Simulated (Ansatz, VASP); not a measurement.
**ScPt in VASP and in Ansatz**

The input INCAR:

```
ALGO = Normal
EDIFF = 1E-8
ENCUT = 520
GGA = CA
ISIF = 2
ISMEAR = -1
LASPH = True
LCHARG = False
LEFG = True
LREAL = False
LWAVE = False
NBANDS = 18
NELM = 80
PREC = Accurate
SIGMA = 0.05
```

Contents of KPOINTS:

```
k-points
0
Gamma
  10 10 10
```

POSCAR

```
ScPt
1.0
    3.2700000000      0.0000000000      0.0000000000
    0.0000000000      3.2700000000      0.0000000000
    0.0000000000      0.0000000000      3.2700000000
Sc Pt
1 1
Direct
    0.5000000000      0.5000000000      0.5000000000
    0.0000000000      0.0000000000      0.0000000000
```

Input for Ansatz:

```yaml
crystal:
  lattice:
    - [3.27, 0.0, 0.0]
    - [0.0, 3.27, 0.0]
    - [0.0, 0.0, 3.27]
  atoms:
    - { symbol: Sc, position: [0.5, 0.5, 0.5] }
    - { symbol: Pt, position: [0.0, 0.0, 0.0] }
kpoints:
  mp_grid: { grid: [10, 10, 10] }
  band_path:
    path:
      - [0.0, 0.0, 0.0]
      - [0.0, 0.5, 0.0]
      - [0.5, 0.5, 0.0]
      - [0.0, 0.0, 0.0]
      - [0.5, 0.5, 0.5]
      - [0.0, 0.5, 0.0]
      - [0.5, 0.5, 0.5]
      - [0.5, 0.5, 0.0]
    npoints: 8
scf:
  occupations: { method: fermi_dirac, width: 0.05 }
hamiltonian:
  xc: lda
  pseudopotentials: { kind: all_electron, datasets: crystal }
output:
  forces: true
  stress: true
  eigenvalues: true
  efg: { contact_densities: true }
```

Alike in both runs: task electric field gradients; functional LDA; k mesh 10 × 10 × 10; occupations fermi-dirac, width 0.05 eV; no spin polarisation.

|  | VASP | Ansatz |
| --- | --- | --- |
| version | VASP 6.6.1 | Ansatz 0.2.0 |
| potentials or method | VASP PAW LDA potentials, release 64 (Sc_sv, Pt), cutoff 520 eV | all-electron PAW with datasets made for the crystal, scalar-relativistic |

|  | VASP | Ansatz | Ansatz less VASP |
| --- | --- | --- | --- |
| pressure (GPa) | -4.8 | -5.4 | -0.58 |

LDA's correlation is that of Perdew and Zunger in VASP and of Perdew and Wang (1992) in Ansatz. Ansatz ran all-electron here, and VASP with PAW potentials.

Spin-orbit coupling is off throughout.
